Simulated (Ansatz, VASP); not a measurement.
One calculation of ZnAu, two programs

INCAR

```
SYSTEM = ZnAu
  PREC = Accurate
  ENCUT = 400
  EDIFF = 1E-8
  ISMEAR = -1
  SIGMA = 0.05
  LREAL = .False.
  LASPH = .True.
  NELM = 120
  ALGO = Normal
  ISIF = 2
  LWAVE = .False.
  LCHARG = .False.
  GGA = CA
  LEFG = .True.
  NBANDS = 18
  GGA_COMPAT = .False.
```

KPOINTS

```
regular mesh
0
Gamma
  13 13 13
  0 0 0
```

POSCAR

```
ZnAu
1.0
    3.1470000000      0.0000000000      0.0000000000
    0.0000000000      3.1470000000      0.0000000000
    0.0000000000      0.0000000000      3.1470000000
Zn Au
1 1
Direct
    0.5000000000      0.5000000000      0.5000000000
    0.0000000000      0.0000000000      0.0000000000
```

Input for Ansatz:

```yaml
crystal:
  lattice:
    - [3.147, 0.0, 0.0]
    - [0.0, 3.147, 0.0]
    - [0.0, 0.0, 3.147]
  atoms:
    - { symbol: Zn, position: [0.5, 0.5, 0.5] }
    - { symbol: Au, position: [0.0, 0.0, 0.0] }
kpoints:
  mp_grid: { grid: [13, 13, 13] }
  band_path:
    path:
      - [0.0, 0.0, 0.0]
      - [0.0, 0.5, 0.0]
      - [0.5, 0.5, 0.0]
      - [0.0, 0.0, 0.0]
      - [0.5, 0.5, 0.5]
      - [0.0, 0.5, 0.0]
      - [0.5, 0.5, 0.5]
      - [0.5, 0.5, 0.0]
    npoints: 5
scf:
  occupations: { method: fermi_dirac, width: 0.05 }
hamiltonian:
  xc: lda
  pseudopotentials: { kind: paw }
output:
  forces: true
  stress: true
  eigenvalues: true
  efg: { contact_densities: true }
```

Alike in both runs: task electric field gradients; functional LDA; k mesh 13 × 13 × 13; occupations fermi-dirac, width 0.05 eV; no spin polarisation.

|  | VASP | Ansatz |
| --- | --- | --- |
| version | VASP 6.6.1 | Ansatz 0.2.0 |
| potentials or method | VASP PAW LDA potentials, release 64 (Zn, Au) | PAW with Ansatz's default frozen-core files, scalar-relativistic |
| plane-wave cutoff (eV) | 400 | 420 |
| valence electrons in the cell | 23 | 31 |

|  | VASP | Ansatz | Ansatz less VASP |
| --- | --- | --- | --- |
| pressure (GPa) | -6.5 | -6.9 | -0.32 |

LDA's correlation is that of Perdew and Zunger in VASP and of Perdew and Wang (1992) in Ansatz. VASP's potentials hold 23 valence electrons a cell and Ansatz's 31, so a difference there can come from the potentials and not from the codes.

Neither program's run includes spin-orbit coupling.
